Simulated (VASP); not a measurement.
Here is a VASP 6.6.1 calculation.

The input INCAR:

```
ALGO = Normal
EDIFF = 1E-7
ENCUT = 520
GGA = PS
ISIF = 2
ISMEAR = 0
LASPH = True
LCHARG = True
LELF = True
LREAL = False
LVHAR = True
LWAVE = False
NBANDS = 20
NELM = 80
PREC = Accurate
SIGMA = 0.05
```

The input KPOINTS:

```
k-points
0
Gamma
  12 12 6
```

POSCAR

```
SnSe2
1.0
    3.8109987816      0.0000000000      0.0000000000
   -1.9054993908      3.5479533905      0.0000000000
    0.0000000000      0.0000000000      6.1370000000
Sn Se
1 2
Direct
    0.0000000000      0.0000000000      0.0000000000
    0.3333333333      0.6666666667      0.2500000000
    0.6666666667      0.3333333333      0.7500000000
```

Potentials or basis: VASP PAW PBE potentials, release 64 (Sn_d, Se).

The run is started by

```console
$ cat potpaw_PBE.64/Sn_d/POTCAR potpaw_PBE.64/Se/POTCAR > POTCAR
$ mpirun -np 1 vasp_std > vasp.out
```

Predict the largest force.

0.105 eV/Å.

What does it give for the pressure?

-2.2 GPa.

Forces on the atoms (eV/Å):
```
Sn   0.000  0.000  0.000
Se   0.000 -0.003  0.105
Se   0.000  0.003 -0.105
```

Caveat: the cell differs from its parent crystal (strain +0.0750 x Voigt [0, 1, 0, 0, 0, 0]); the PAW data sets were made with another functional, which shifts forces and pressure a little; this functional lacks dispersion, which binds the layers, so the pressure and a relaxed spacing across them are unreliable.
